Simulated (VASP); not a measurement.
A run of VASP 6.6.1:

File INCAR:

```
SYSTEM = SnO2
PREC     = Accurate       ! precision mode
ENCUT    = 600            ! plane-wave cutoff, eV
EDIFF    = 1E-6           ! SCF threshold, eV
ISMEAR   = -1             ! smearing method
SIGMA    = 0.01           ! smearing width, eV
LREAL    = .False.        ! projectors in reciprocal space
LASPH    = .True.         ! aspherical terms in the spheres
NELM     = 120            ! most SCF steps
ALGO     = Normal         ! electronic algorithm
ISIF     = 2              ! what is computed and relaxed
LWAVE    = .False.        ! write WAVECAR
LCHARG   = .False.        ! write CHGCAR
GGA      = CA             ! functional
NBANDS   = 122            ! bands
GGA_COMPAT= .False.
```

The input KPOINTS:

```
Automatic mesh
0
Gamma
  1 1 1
  0.25 0.25 0.25
```

The input POSCAR:

```
SnO2
1.0
    4.8274600300      4.8274600300      0.0000000000
   -4.8274600300      4.8274600300      0.0000000000
    0.0000000000      0.0000000000      6.4759066800
Sn O
8 16
Direct
    0.0000000000      0.5000000000      0.2500000000
    0.5000000000      0.0000000000      0.2500000000
    0.0000000000      0.0000000000      0.0000000000
    0.5000000000      0.5000000000      0.0000000000
    0.0000000000      0.5000000000      0.7500000000
    0.5000000000      0.0000000000      0.7500000000
    0.0000000000      0.0000000000      0.5000000000
    0.5000000000      0.5000000000      0.5000000000
    0.0000000000      0.8065971000      0.2500000000
    0.5000000000      0.3065971000      0.2500000000
    0.0000000000      0.1934029000      0.2500000000
    0.5000000000      0.6934029000      0.2500000000
    0.3065971000      0.0000000000      0.0000000000
    0.8065971000      0.5000000000      0.0000000000
    0.1934029000      0.5000000000      0.0000000000
    0.6934029000      0.0000000000      0.0000000000
    0.0000000000      0.8065971000      0.7500000000
    0.5000000000      0.3065971000      0.7500000000
    0.0000000000      0.1934029000      0.7500000000
    0.5000000000      0.6934029000      0.7500000000
    0.3065971000      0.0000000000      0.5000000000
    0.8065971000      0.5000000000      0.5000000000
    0.1934029000      0.5000000000      0.5000000000
    0.6934029000      0.0000000000      0.5000000000
```

Potentials or basis: VASP PAW LDA potentials, release 64 (Sn_d, O).

The run is started by

```console
$ cat potpaw_LDA.64/Sn_d/POTCAR potpaw_LDA.64/O/POTCAR > POTCAR
$ mpirun -np 1 vasp_std > vasp.out
```

Hardware: 1 thread of Intel Xeon 8259CL, on a shared host.

Problem. Estimate the wall time of this run.

Solution. Wall time 2.1 min on 1 thread of Intel Xeon 8259CL, with other jobs on the host, peak memory 0.33 GiB. Counts: scf iterations 15, k points 1.
